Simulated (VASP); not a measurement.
# Si4Sb (Im-3m) in VASP: notebook

The runs below take Si4Sb through relaxation of cell and atoms, single point, with PBE.

Program: VASP 6.6.1. These are calculated values, not measurements. Logs are shortened: lines on timing, memory, paths and dates and some standing lists are left out, and cuts for length are marked.

## (1) The cell of the first run

The structure is cubic, space group Im-3m (No. 229). The conventional cell has a = 6.152 Å, b = 6.152 Å, c = 6.152 Å, α = 90.00°, β = 90.00°, γ = 90.00°. Within 3.5 Å of Si (site symmetry -3m) lie 2 Sb at 2.66 Å and 6 Si at 3.08 Å. Sb (site symmetry m-3m) has 8 Si at 2.66 Å within 3.5 Å.

## (2) Relaxation of cell and atoms, PBE

The input, INCAR:

```
SYSTEM = Si4Sb
PREC = Accurate
ENCUT = 600
EDIFF = 1E-7
ISMEAR = 0
SIGMA = 0.1
LREAL = .FALSE.
LASPH = .TRUE.
NELM = 100
ALGO = Normal
ISIF = 3
LWAVE = .FALSE.
LCHARG = .FALSE.
GGA = PE
IBRION = 2
NSW = 100
EDIFFG = -0.01
```

The input, KPOINTS:

```
regular mesh
0
G
  10 10 10
  0 0 0
```

The input, POSCAR:

```
Si4Sb
1.0
   -3.0761883479      3.0761883479      3.0761883479
    3.0761883479     -3.0761883479      3.0761883479
    3.0761883479      3.0761883479     -3.0761883479
Si Sb
4 1
Direct
    0.0000000000      0.0000000000      0.5000000000
    0.0000000000      0.5000000000      0.0000000000
    0.5000000000      0.0000000000      0.0000000000
    0.5000000000      0.5000000000      0.5000000000
    0.0000000000      0.0000000000      0.0000000000
```

Potentials or basis: VASP PAW PBE potentials, release 64 (Si, Sb).

On the command line:

```
cat potpaw_PBE.64/Si/POTCAR potpaw_PBE.64/Sb/POTCAR > POTCAR
mpirun -np 1 vasp_std > vasp.out
```

OUTCAR:

```text
SYSTEM = Si4Sb
   PREC = Accurate
   ENCUT = 600
   EDIFF = 1E-7
   ISMEAR = 0
   LREAL = .FALSE.
   LASPH = .TRUE.
   NELM = 100
   ISIF = 3
   GGA = PE
   IBRION = 2
   NSW = 100
   EDIFFG = -0.01

 ion  position               nearest neighbor table
   1  0.000  0.000  0.500-   5 2.66   5 2.66   4 3.08   2 3.08   3 3.08   2 3.08   3 3.08   4 3.08

   2  0.000  0.500  0.000-   5 2.66   5 2.66   4 3.08   1 3.08   3 3.08   1 3.08   4 3.08   3 3.08

   3  0.500  0.000  0.000-   5 2.66   5 2.66   4 3.08   1 3.08   4 3.08   2 3.08   1 3.08   2 3.08

   4  0.500  0.500  0.500-   5 2.66   5 2.66   3 3.08   1 3.08   3 3.08   2 3.08   1 3.08   2 3.08

   5  0.000  0.000  0.000-   1 2.66   2 2.66   3 2.66   4 2.66   1 2.66   2 2.66   3 2.66   4 2.66

  LATTYP: Found a body centered cubic cell.
 ALAT       =     6.1523766958

  Lattice vectors:

 A1 = (  -3.0761883479,   3.0761883479,   3.0761883479)
 A2 = (   3.0761883479,  -3.0761883479,   3.0761883479)
 A3 = (   3.0761883479,   3.0761883479,  -3.0761883479)

Analysis of symmetry for initial positions (statically):
=====================================================================
 Subroutine PRICEL returns:
 Original cell was already a primitive cell.

 Routine SETGRP: Setting up the symmetry group for a
 body centered cubic supercell.

 Subroutine GETGRP returns: Found 48 space group operations
 (whereof 48 operations were pure point group operations)
 out of a pool of 48 trial point group operations.

The static configuration has the point symmetry O_h .

Analysis of symmetry for dynamics (positions and initial velocities):
=====================================================================
 Subroutine PRICEL returns:
 Original cell was already a primitive cell.

 Routine SETGRP: Setting up the symmetry group for a
 body centered cubic supercell.

 Subroutine GETGRP returns: Found 48 space group operations
 (whereof 48 operations were pure point group operations)
 out of a pool of 48 trial point group operations.

The dynamic configuration has the point symmetry O_h .

 Subroutine INISYM returns: Found 48 space group operations
 (whereof 48 operations are pure point group operations),
 and found     1 'primitive' translations

----------------------------------------------------------------------------------------

                                     Primitive cell

  volume of cell :     116.4391

  direct lattice vectors                    reciprocal lattice vectors
    -3.076188348  3.076188348  3.076188348     0.000000000  0.162538812  0.162538812
     3.076188348 -3.076188348  3.076188348     0.162538812  0.000000000  0.162538812
     3.076188348  3.076188348 -3.076188348     0.162538812  0.162538812  0.000000000

  length of vectors
     5.328114512  5.328114512  5.328114512     0.229864593  0.229864593  0.229864593

  position of ions in fractional coordinates (direct lattice)
     0.000000000  0.000000000  0.500000000
     0.000000000  0.500000000  0.000000000
     0.500000000  0.000000000  0.000000000
     0.500000000  0.500000000  0.500000000
     0.000000000  0.000000000  0.000000000

  ion indices of the primitive-cell ions
   primitive index   ion index
                 1           1
                 2           2
                 3           3
                 4           4
                 5           5

----------------------------------------------------------------------------------------

 KPOINTS: regular mesh

Automatic generation of k-mesh.
 Grid dimensions read from file:
 generate k-points for:   10   10   10

 Generating k-lattice:

  Cartesian coordinates                     Fractional coordinates (reciprocal lattice)
     0.000000000  0.016253881  0.016253881     0.100000000  0.000000000  0.000000000
     0.016253881  0.000000000  0.016253881     0.000000000  0.100000000  0.000000000
     0.016253881  0.016253881  0.000000000     0.000000000  0.000000000  0.100000000

  Length of vectors
     0.022986459  0.022986459  0.022986459

  Shift w.r.t. Gamma in fractional coordinates (k-lattice)
     0.000000000  0.000000000  0.000000000

 Subroutine IBZKPT returns following result:
 ===========================================

 Found     47 irreducible k-points:

 Following reciprocal coordinates:
            Coordinates               Weight
  0.000000  0.000000  0.000000      1.000000
  0.100000  0.000000  0.000000     12.000000
  0.200000  0.000000  0.000000     12.000000
  0.300000  0.000000  0.000000     12.000000
  0.400000  0.000000  0.000000     12.000000
  0.500000  0.000000  0.000000      6.000000
[... 16 lines left out ...]
  0.300000  0.300000  0.100000      8.000000
 -0.300000  0.300000  0.100000     24.000000
 [... further k-points ...]
   k-points           NKPTS =     47   k-points in BZ     NKDIM =     47   number of bands    NBANDS=     14
   number of dos      NEDOS =    301   number of ions     NIONS =      5
   total plane-waves  NPLWV = 110592
   dimension x,y,z NGX =    48 NGY =   48 NGZ =   48
   dimension x,y,z NGXF=    96 NGYF=   96 NGZF=   96
   ions per type =               4   1
   NGX,Y,Z   is equivalent  to a cutoff of  14.98, 14.98, 14.98 a.u.
   NGXF,Y,Z  is equivalent  to a cutoff of  29.95, 29.95, 29.95 a.u.
 SYSTEM =  Si4Sb
   PREC   = accura    normal or accurate (medium, high low for compatibility)
   ISTART =      0    job   : 0-new  1-cont  2-samecut
   ICHARG =      2    charge: 1-file 2-atom 10-const
   ISPIN  =      1    spin polarized calculation?
   LNONCOLLINEAR =      F non collinear calculations
   LSORBIT =      F    spin-orbit coupling
   LASPH  =      T    aspherical Exc in radial PAW
   ENCUT  =  600.0 eV  44.10 Ry    6.64 a.u.  10.64 10.64 10.64*2*pi/ulx,y,z
   NELM   =    100;   NELMIN=  2; NELMDL= -5     # of ELM steps
   EDIFF  = 0.1E-06   stopping-criterion for ELM
   LREAL  =      F    real-space projection
   EDIFFG = -.1E-01   stopping-criterion for IOM
   NSW    =    100    number of steps for IOM
   IBRION =      2    ionic relax: 0-MD 1-quasi-New 2-CG
   NFREE  =      1    steps in history (QN), initial steepest desc. (CG)
   ISIF   =      3    stress and relaxation
   ISYM   =      2    0-nonsym 1-usesym 2-fastsym
   POTIM  = 0.5000    time-step for ionic-motion
   TEBEG  =    0.0;   TEEND  =   0.0 temperature during run
   PSTRESS=    0.0 pullay stress
   NELECT =      21.0000    total number of electrons
   NUPDOWN=      -1.0000    fix difference up-down
   EMIN   =  10.00;   EMAX   =-10.00  energy-range for DOS
   EFERMI =   0.00;   METHOD = LEGACY
   ISMEAR =     0;   SIGMA  =   0.10  broadening in eV -4-tet -1-fermi 0-gaus
   EFERMI_NEDOS =   21; number of points for ismear=-14 and -15
   IALGO  =     38    algorithm
   IMIX   =      4    mixing-type and parameters
     AMIX     =   0.40;   BMIX     =  1.00
     AMIX_MAG =   1.60;   BMIX_MAG =  1.00
  volume/ion in A,a.u.               =      23.29       157.15
  Fermi-wavevector in a.u.,A,eV,Ry     =   0.924943  1.747889 11.640052  0.855520
  Thomas-Fermi vector in A             =   2.050744
   LORBIT       =      0    0 simple, 1 ext, 2 COOP (PROOUT), +10 PAW based schemes
   GGA     = PE    functional components
   LHFCALC =     F    Hartree Fock is set to
   AEXX    =    0.0000 exact exchange contribution
   IVDW    =     0    specifies the selected vdW correction
   LEPSILON=     F    determine dielectric tensor
   LRPA    =     F    only Hartree local field effects (RPA)
 conjugate gradient relaxation of ions
 non-spin polarized calculation
 Gauss-broadening in eV      SIGMA  =   0.10
  energy-cutoff  :      600.00
  volume of cell :      116.44
 maximum number of plane-waves:      3929
 NGX is ok and might be reduce to    48
   NGX = 21   NGY = 21   NGZ = 21

--------------------------------------- Ionic step        1  -------------------------------------------

 number of electron      21.0000001 magnetization

 Free energy of the ion-electron system (eV)
  ---------------------------------------------------
  ext. energy  EPLUGINS =         0.00000000
  ---------------------------------------------------
  free energy    TOTEN  =       -20.14063777 eV

  energy without entropy =      -20.12859502  energy(sigma->0) =      -20.13461639

------------------------ aborting loop because EDIFF is reached ----------------------------------------

  FORCE on cell =-STRESS in cart. coord.  units (eV):
  Direction    XX          YY          ZZ          XY          YZ          ZX
  --------------------------------------------------------------------------------------
  -------------------------------------------------------------------------------------
  Total        0.5937192      0.5937192      0.5937192     -0.0000000     -0.0000000     -0.0000000
  in kB        8.1694523      8.1694523      8.1694523     -0.0000000     -0.0000000     -0.0000000
  external PRESSURE =       8.1694523 kB  Pullay stress =       0.0000000 kB
[... 63 lines left out ...]
  energy  without entropy=      -20.1319034159  energy(sigma->0) =      -20.13829314

--------------------------------------- Ionic step        3  -------------------------------------------

 number of electron      21.0000001 magnetization

 Free energy of the ion-electron system (eV)
  ---------------------------------------------------
  ext. energy  EPLUGINS =         0.00000000
  ---------------------------------------------------
  free energy    TOTEN  =       -20.14484360 eV

  energy without entropy =      -20.13219362  energy(sigma->0) =      -20.13851861

 E-fermi :   5.6351     XC(G=0):  -9.3495

 val. band max:        5.6158150604   @ k =   0.2000   0.2000   0.1000
 cond. band min:       5.6614454536   @ k =   0.3000   0.1000   0.0000
 fundamental gap:      0.0456303932
 Fermi energy:         5.6350940314

 k-point     1 :       0.0000    0.0000    0.0000
  band No.  band energies     occupation
      1      -7.1252      2.00000
      2       0.0105      2.00000
      3       0.0105      2.00000
      4       0.0105      2.00000
      5       0.1498      2.00000
      6       0.1498      2.00000
      7       0.1498      2.00000
      8       0.3551      2.00000
      9       3.6471      2.00000
     10       3.6471      2.00000
     11       3.6471      2.00000
     12       7.8503      0.00000
     13       7.8503      0.00000
     14       8.5825      0.00000
[... 375 lines left out ...]
 k-point    24 :      -0.3000    0.3000    0.1000
  band No.  band energies     occupation
      1      -6.6555      2.00000
      2      -2.7372      2.00000
      3      -1.8048      2.00000
      4      -0.8865      2.00000
      5      -0.0299      2.00000
      6       1.1604      2.00000
      7       2.8687      2.00000
      8       3.0581      2.00000
      9       3.9100      2.00000
     10       4.9686      2.00000
     11       5.2082      2.00000
     12       5.4472      1.99213
     13       7.6194      0.00000
     14       8.0415      0.00000

 [... further k-points ...]
[... 5 lines left out ...]
  --------------------------------------------------------------------------------------
  -------------------------------------------------------------------------------------
  Total        0.0021631      0.0021631      0.0021631     -0.0000000     -0.0000000      0.0000000
  in kB        0.0293408      0.0293408      0.0293408     -0.0000000     -0.0000000      0.0000000
  external PRESSURE =       0.0293408 kB  Pullay stress =       0.0000000 kB
[... 20 lines left out ...]
  FREE ENERGIE OF THE ION-ELECTRON SYSTEM (eV)
  ---------------------------------------------------
  free  energy   TOTEN  =       -20.1448435964 eV

  energy  without entropy=      -20.1321936197  energy(sigma->0) =      -20.13851861

 reached required accuracy - stopping structural energy minimisation
```

It took 3.8 min on 1 thread of Intel Xeon Platinum 8488C (Sapphire Rapids), shared host; peak memory 0.38 GiB.

Results:

| Quantity | Value |
| --- | --- |
| Free energy | -20.1448 eV |
| Relaxed volume | 23.62 Å³/atom |
| Relaxed cell | a = 5.354 Å, b = 5.354 Å, c = 5.354 Å, α = 109.47°, β = 109.47°, γ = 109.47° |
| Space group after relaxing (to 0.05 Å) | Im-3m (No. 229) |
| Energy gained by relaxing | 0.8 meV/atom |
| Ionic steps | 3 |
| Pressure after relaxing | 0.0 GPa |

The path:
```csv
step,energy change (eV),largest force (eV/Å),pressure (GPa),volume (Å³)
1,0.0000,0.0000,0.82,116.44
2,-0.0040,0.0000,-0.15,118.45
3,-0.0042,0.0000,0.00,118.12
```

Final structure:
```cif
data_structure
_symmetry_space_group_name_H-M 'P 1'
_symmetry_Int_Tables_number 1
_cell_length_a 5.3536
_cell_length_b 5.3536
_cell_length_c 5.3536
_cell_angle_alpha 109.471
_cell_angle_beta 109.471
_cell_angle_gamma 109.471
_cell_volume 118.12
loop_
_atom_site_label
_atom_site_type_symbol
_atom_site_fract_x
_atom_site_fract_y
_atom_site_fract_z
_atom_site_occupancy
Si1 Si 0.00000 0.00000 0.50000 1
Si2 Si 0.00000 0.50000 0.00000 1
Si3 Si 0.50000 0.00000 0.00000 1
Si4 Si 0.50000 0.50000 0.50000 1
Sb1 Sb 0.00000 0.00000 0.00000 1
```

Caveat: spin-orbit coupling is left out, which moves the levels of the heavy elements.

(Part 1 of 2 ends here.)
